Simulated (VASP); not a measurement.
The system is LaB2Rh3.

```
La B Rh
1.0
     5.48300    0.00000    0.00000
    -2.74150    4.74842    0.00000
     0.00000    0.00000    3.14100
La B Rh
1 2 3
Direct
  0.00000 0.00000 0.00000
  0.33333 0.66667 0.00000
  0.66667 0.33333 0.00000
  0.50000 0.00000 0.50000
  0.50000 0.50000 0.50000
  0.00000 0.50000 0.50000
```

| Property | Result |
| --- | --- |
| Program | VASP 6.6.1 |
| Task | relaxation of cell and atoms |
| Functional | PBEsol |
| Dispersion | D3(BJ) |
| Potentials or basis | VASP PAW PBE potentials, release 64 (La, B, Rh_pv) |
| Cutoff | 600 eV |
| k mesh | 5 × 5 × 8 |
| Occupations | fermi-dirac, width 0.1 eV |
| Spin | no spin polarisation |

At the start: pressure -9.9 GPa; volume 13.63 Å³/atom.

**Question.** How do energy, volume and symmetry change on relaxing?

**Answer.** Over 4 steps the energy falls by 20.4 meV/atom and the volume is 13.00 Å³/atom (-4.6 %); space group P6/mmm (No. 191, to 0.1 Å) before and after.

Step by step:
| step | energy change (eV) | largest force (eV/Å) | pressure (GPa) | volume (Å³) |
| --- | --- | --- | --- | --- |
| 1 | 0.0000 | 0.0000 | -9.95 | 81.78 |
| 2 | 0.2464 | 0.0000 | 21.70 | 72.16 |
| 3 | -0.1223 | 0.0000 | -0.26 | 78.09 |
| 4 | -0.1224 | 0.0000 | -0.02 | 78.01 |

Final structure:
```
CELL_PARAMETERS angstrom
5.39699 0.00000 0.00000
-2.69850 4.67393 0.00000
0.00000 0.00000 3.09261
ATOMIC_POSITIONS crystal
La 0.00000 0.00000 0.00000
B 0.33333 0.66667 0.00000
B 0.66667 0.33333 0.00000
Rh 0.50000 0.00000 0.50000
Rh 0.50000 0.50000 0.50000
Rh 0.00000 0.50000 0.50000
```

Caveat: the PAW data sets were made with another functional, which shifts forces and pressure a little.
